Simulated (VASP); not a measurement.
# B2As (C2/m) in VASP: further runs

Runs on B2As. Level: PBE. Tasks: single point.

Everything below comes from runs of VASP 6.6.1. Logs are shortened: lines on timing, memory, paths and dates and some standing lists are left out, and cuts for length are marked.

### Step 1. The cell of the first run

The structure is monoclinic, space group C2/m (No. 12). Conventional cell: a = 7.030 Å, b = 3.031 Å, c = 3.408 Å, α = 90.00°, β = 91.19°, γ = 90.00°. B (site symmetry m) has 2 B at 1.65 Å and 1 As at 2.16 Å within 2.2 Å. As (site symmetry 2/m) has 4 B at 2.16 to 2.31 Å within 2.9 Å.

The cell was built from a structure type or drawn by symmetry, and may not be a known phase.

### Step 2. Single point, PBE

Input file INCAR:

```
  PREC = Accurate
  ENCUT = 520
  EDIFF = 1E-6
  ISMEAR = 0
  SIGMA = 0.1
  LREAL = F
  LASPH = T
  NELM = 80
  ALGO = Normal
  ISIF = 2
  LWAVE = F
  LCHARG = T
  GGA = PE
  LELF = T
  LVHAR = T
  NBANDS = 12
```

Input file KPOINTS:

```
regular mesh
0
Gamma
  6 6 6
```

Input file POSCAR:

```
B2As
1.0
    3.5138416049     -1.5155017093      0.0915186981
    3.5138416049      1.5155017093      0.0915186981
   -0.0180553173      0.0000000000      3.4080606726
B As
2 1
Direct
    0.2051096770      0.2051096770      0.5195136728
    0.7948903230      0.7948903230      0.4804863272
    0.0000000000      0.0000000000      0.0000000000
```

Potentials or basis: VASP PAW PBE potentials, release 64 (B, As).

On the command line:

```console
> cat potpaw_PBE.64/B/POTCAR potpaw_PBE.64/As/POTCAR > POTCAR
> mpirun -np 1 vasp_std > vasp.out
```

OUTCAR:

```text
PREC = Accurate
   ENCUT = 520
   EDIFF = 1E-6
   ISMEAR = 0
   LREAL = F
   LASPH = T
   NELM = 80
   ISIF = 2
   GGA = PE

 ion  position               nearest neighbor table
   1  0.205  0.205  0.520-   2 1.65   2 1.65   3 2.16   3 2.31
   2  0.795  0.795  0.480-   1 1.65   1 1.65   3 2.16   3 2.31
   3  0.000  0.000  0.000-   1 2.16   2 2.16   1 2.31   2 2.31

  LATTYP: Found a base centered monoclinic cell.
 ALAT       =     7.0300664283
 B/A-ratio  =     0.4311486171
 C/A-ratio  =     0.4847903692
 COS(beta)  =    -0.0207400454

  Lattice vectors:

 A1 = (  -3.5138416049,   1.5155017093,  -0.0915186981)
 A2 = (  -3.5138416049,  -1.5155017093,  -0.0915186981)
 A3 = (  -0.0180553173,   0.0000000000,   3.4080606726)

Analysis of symmetry for initial positions (statically):
=====================================================================
 Subroutine PRICEL returns:
 Original cell was already a primitive cell.

 Routine SETGRP: Setting up the symmetry group for a
 base centered monoclinic supercell.

 Subroutine GETGRP returns: Found  4 space group operations
 (whereof  4 operations were pure point group operations)
 out of a pool of  4 trial point group operations.

The static configuration has the point symmetry C_2h.

Analysis of symmetry for dynamics (positions and initial velocities):
=====================================================================
 Subroutine PRICEL returns:
 Original cell was already a primitive cell.

 Routine SETGRP: Setting up the symmetry group for a
 base centered monoclinic supercell.

 Subroutine GETGRP returns: Found  4 space group operations
 (whereof  4 operations were pure point group operations)
 out of a pool of  4 trial point group operations.

The dynamic configuration has the point symmetry C_2h.

 Subroutine INISYM returns: Found  4 space group operations
 (whereof  4 operations are pure point group operations),
 and found     1 'primitive' translations

----------------------------------------------------------------------------------------

                                     Primitive cell

  volume of cell :      36.3024

  direct lattice vectors                    reciprocal lattice vectors
     3.513841605 -1.515501709  0.091518698     0.142274773 -0.329923745  0.000753747
     3.513841605  1.515501709  0.091518698     0.142274773  0.329923745  0.000753747
    -0.018055317  0.000000000  3.408060673    -0.007641180  0.000000000  0.293381525

  length of vectors
     3.827819735  3.827819735  3.408108499     0.359294249  0.359294249  0.293481016

  position of ions in fractional coordinates (direct lattice)
     0.205109677  0.205109677  0.519513673
     0.794890323  0.794890323  0.480486327
     0.000000000  0.000000000  0.000000000

  ion indices of the primitive-cell ions
   primitive index   ion index
                 1           1
                 2           2
                 3           3

----------------------------------------------------------------------------------------

 KPOINTS: regular mesh

Automatic generation of k-mesh.
 Grid dimensions read from file:
 generate k-points for:    6    6    6

 Generating k-lattice:

  Cartesian coordinates                     Fractional coordinates (reciprocal lattice)
     0.023712462 -0.054987291  0.000125625     0.166666667 -0.000000000  0.000000000
     0.023712462  0.054987291  0.000125625    -0.000000000  0.166666667  0.000000000
    -0.001273530  0.000000000  0.048896921     0.000000000  0.000000000  0.166666667

  Length of vectors
     0.059882375  0.059882375  0.048913503

  Shift w.r.t. Gamma in fractional coordinates (k-lattice)
     0.000000000  0.000000000  0.000000000

 Subroutine IBZKPT returns following result:
 ===========================================

 Found     68 irreducible k-points:

 Following reciprocal coordinates:
            Coordinates               Weight
  0.000000  0.000000  0.000000      1.000000
  0.166667 -0.000000  0.000000      4.000000
  0.333333 -0.000000  0.000000      4.000000
  0.500000 -0.000000  0.000000      2.000000
  0.166667  0.166667  0.000000      2.000000
  0.333333  0.166667  0.000000      4.000000
[... 16 lines left out ...]
 -0.333333  0.166667  0.166667      4.000000
 -0.166667  0.166667  0.166667      4.000000
 [... further k-points ...]
   k-points           NKPTS =     68   k-points in BZ     NKDIM =     68   number of bands    NBANDS=     12
   number of dos      NEDOS =    301   number of ions     NIONS =      3
   total plane-waves  NPLWV =  21952
   dimension x,y,z NGX =    28 NGY =   28 NGZ =   28
   dimension x,y,z NGXF=    56 NGYF=   56 NGZF=   56
   ions per type =               2   1
   NGX,Y,Z   is equivalent  to a cutoff of  12.16, 12.16, 13.66 a.u.
   NGXF,Y,Z  is equivalent  to a cutoff of  24.32, 24.32, 27.32 a.u.
 SYSTEM =  unknown system
   PREC   = accura    normal or accurate (medium, high low for compatibility)
   ISTART =      0    job   : 0-new  1-cont  2-samecut
   ICHARG =      2    charge: 1-file 2-atom 10-const
   ISPIN  =      1    spin polarized calculation?
   LNONCOLLINEAR =      F non collinear calculations
   LSORBIT =      F    spin-orbit coupling
   LASPH  =      T    aspherical Exc in radial PAW
   ENCUT  =  520.0 eV  38.22 Ry    6.18 a.u.   7.12  7.12  6.34*2*pi/ulx,y,z
   NELM   =     80;   NELMIN=  2; NELMDL= -5     # of ELM steps
   EDIFF  = 0.1E-05   stopping-criterion for ELM
   LREAL  =      F    real-space projection
   EDIFFG = 0.1E-04   stopping-criterion for IOM
   NSW    =      0    number of steps for IOM
   IBRION =     -1    ionic relax: 0-MD 1-quasi-New 2-CG
   NFREE  =      0    steps in history (QN), initial steepest desc. (CG)
   ISIF   =      2    stress and relaxation
   ISYM   =      2    0-nonsym 1-usesym 2-fastsym
   POTIM  = 0.5000    time-step for ionic-motion
   TEBEG  =    0.0;   TEEND  =   0.0 temperature during run
   PSTRESS=    0.0 pullay stress
   NELECT =      11.0000    total number of electrons
   NUPDOWN=      -1.0000    fix difference up-down
   EMIN   =  10.00;   EMAX   =-10.00  energy-range for DOS
   EFERMI =   0.00;   METHOD = LEGACY
   ISMEAR =     0;   SIGMA  =   0.10  broadening in eV -4-tet -1-fermi 0-gaus
   EFERMI_NEDOS =   21; number of points for ismear=-14 and -15
   IALGO  =     38    algorithm
   IMIX   =      4    mixing-type and parameters
     AMIX     =   0.40;   BMIX     =  1.00
     AMIX_MAG =   1.60;   BMIX_MAG =  1.00
  volume/ion in A,a.u.               =      12.10        81.66
  Fermi-wavevector in a.u.,A,eV,Ry     =   1.099581  2.077906 16.450501  1.209078
  Thomas-Fermi vector in A             =   2.235978
   LORBIT       =      0    0 simple, 1 ext, 2 COOP (PROOUT), +10 PAW based schemes
   GGA     = PE    functional components
   LHFCALC =     F    Hartree Fock is set to
   AEXX    =    0.0000 exact exchange contribution
   IVDW    =     0    specifies the selected vdW correction
   LEPSILON=     F    determine dielectric tensor
   LRPA    =     F    only Hartree local field effects (RPA)
 non-spin polarized calculation
 Gauss-broadening in eV      SIGMA  =   0.10
  energy-cutoff  :      520.00
  volume of cell :       36.30
 maximum number of plane-waves:       991
   NGX = 15   NGY = 15   NGZ = 13

 number of electron      11.0000000 magnetization

 Free energy of the ion-electron system (eV)
  ---------------------------------------------------
  ext. energy  EPLUGINS =         0.00000000
  ---------------------------------------------------
  free energy    TOTEN  =       -16.58577723 eV

  energy without entropy =      -16.58266617  energy(sigma->0) =      -16.58422170

 E-fermi :   5.4521     XC(G=0): -10.7546

 val. band max:        5.4059762112   @ k =  -0.1667   0.1667   0.5000
 cond. band min:       5.4712019110   @ k =   0.1667  -0.0000   0.0000
 fundamental gap:      0.0652256998
 Fermi energy:         5.4520718669

 k-point     1 :       0.0000    0.0000    0.0000
  band No.  band energies     occupation
      1      -9.2097      2.00000
      2      -0.0345      2.00000
      3       0.9267      2.00000
      4       1.8042      2.00000
      5       3.4854      2.00000
      6       7.5126      0.00000
      7       8.1076      0.00000
      8      10.2273      0.00000
      9      11.8021      0.00000
     10      11.9310      0.00000
     11      13.0870      0.00000
     12      14.5175      0.00000

 k-point     2 :       0.1667   -0.0000    0.0000
  band No.  band energies     occupation
      1      -8.7903      2.00000
      2      -0.6960      2.00000
      3       1.6128      2.00000
      4       2.0741      2.00000
      5       2.5710      2.00000
      6       5.4712      0.78675
      7       8.4937      0.00000
      8      10.2407      0.00000
      9      11.1242      0.00000
     10      13.1955      0.00000
     11      14.1286      0.00000
     12      15.3655      0.00000

 k-point     3 :       0.3333   -0.0000    0.0000
  band No.  band energies     occupation
      1      -7.6380      2.00000
      2      -1.9084      2.00000
      3       0.3309      2.00000
      4       2.1917      2.00000
      5       3.1299      2.00000
      6       4.6796      2.00000
      7       8.4350      0.00000
      8       9.0186      0.00000
      9      11.4679      0.00000
     10      13.5528      0.00000
     11      14.6369      0.00000
     12      15.2261      0.00000
[... 286 lines left out ...]
 k-point    23 :      -0.3333    0.1667    0.1667
  band No.  band energies     occupation
      1      -6.3651      2.00000
      2      -2.5138      2.00000
      3      -1.0277      2.00000
      4       1.5913      2.00000
      5       3.7998      2.00000
      6       4.1397      2.00000
      7       7.0600      0.00000
      8       9.0026      0.00000
      9      11.8155      0.00000
     10      13.9509      0.00000
     11      14.2115      0.00000
     12      15.7778      0.00000

 k-point    24 :      -0.1667    0.1667    0.1667
  band No.  band energies     occupation
      1      -7.5621      2.00000
      2      -0.9243      2.00000
      3      -0.1346      2.00000
      4       1.4634      2.00000
      5       3.0181      2.00000
      6       4.3597      2.00000
      7       7.8894      0.00000
      8       9.1019      0.00000
      9      11.6616      0.00000
     10      13.2479      0.00000
     11      14.2155      0.00000
     12      15.0463      0.00000

 [... further k-points ...]

------------------------ aborting loop because EDIFF is reached ----------------------------------------

  FORCE on cell =-STRESS in cart. coord.  units (eV):
  Direction    XX          YY          ZZ          XY          YZ          ZX
  --------------------------------------------------------------------------------------
  -------------------------------------------------------------------------------------
  Total        0.0943694      0.0100719      0.0078393      0.0000000      0.0000000     -0.0233666
  in kB        4.1649108      0.4445168      0.3459795      0.0000000      0.0000000     -1.0312652
  external PRESSURE =       1.6518024 kB  Pullay stress =       0.0000000 kB

 VOLUME and BASIS-vectors are now :
 -----------------------------------------------------------------------------
  energy-cutoff  :      520.00
  volume of cell :       36.30
      direct lattice vectors                 reciprocal lattice vectors
     3.513841605 -1.515501709  0.091518698     0.142274773 -0.329923745  0.000753747
     3.513841605  1.515501709  0.091518698     0.142274773  0.329923745  0.000753747
    -0.018055317  0.000000000  3.408060673    -0.007641180  0.000000000  0.293381525

 POSITION                                       TOTAL-FORCE (eV/Angst)
 -----------------------------------------------------------------------------------
      1.43207      0.00000      1.80808         0.005126      0.000000     -0.000154
      5.57756      0.00000      1.78302        -0.005126      0.000000      0.000154
      0.00000      0.00000      0.00000        -0.000000      0.000000     -0.000000
 -----------------------------------------------------------------------------------
    total drift:                                0.000000      0.000000     -0.000000

  FREE ENERGIE OF THE ION-ELECTRON SYSTEM (eV)
  ---------------------------------------------------
  free  energy   TOTEN  =       -16.5857772325 eV

  energy  without entropy=      -16.5826661720  energy(sigma->0) =      -16.58422170
```

Wall time 43 s (1 thread of Intel Xeon 8259CL, shared host); peak memory 0.17 GiB.

Results:

| Property | Result |
| --- | --- |
| Free energy | -16.5858 eV |
| Pressure | 0.2 GPa |
| Largest force | 0.005 eV/Å |
| Band gap on the k mesh | zero (an odd number of electrons rules out a gap without spin polarisation) |

Forces on the atoms (eV/Å):
```
B    0.005  0.000  0.000
B   -0.005  0.000  0.000
As   0.000  0.000  0.000
```

Stress tensor (GPa, compression positive):
```
 0.42  0.00 -0.10
 0.00  0.04  0.00
-0.10  0.00  0.03
```

Caveat: the k points lie up to 0.38 Å⁻¹ apart, too coarse for converged energies and pressures of a metal.

(Continued in part 2 of 2.)
